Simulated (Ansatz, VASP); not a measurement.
**One calculation of ZnS, two programs**

```
Zn S
1.0
     0.00000    2.67805    2.67805
     2.67805    0.00000    2.67805
     2.67805    2.67805    0.00000
Zn S
1 1
Direct
  0.00000 0.00000 0.00000
  0.75000 0.75000 0.75000
```

Alike in both runs: task single point; functional PBEsol; k mesh 10 × 10 × 10; occupations gaussian, width 0.01 eV; no spin polarisation.

```csv
,VASP,Ansatz
version,VASP 6.6.1,Ansatz 0.2.0
potentials or method,"VASP PAW PBE potentials, release 64 (Zn, S), cutoff 520 eV","scalar-relativistic, plane waves, PAW"
valence electrons in the cell,18,18
```

|  | VASP | Ansatz | Ansatz less VASP |
| --- | --- | --- | --- |
| gap on the k mesh at the Fermi level (eV) | 2.09 | 2.09 | -0.007 |
| least direct gap on the mesh (eV) | 2.09 | 2.09 | -0.007 |
| pressure (GPa) | 0.2 | 0.0 | -0.20 |

VASP's potentials were made for PBE, not for PBEsol.
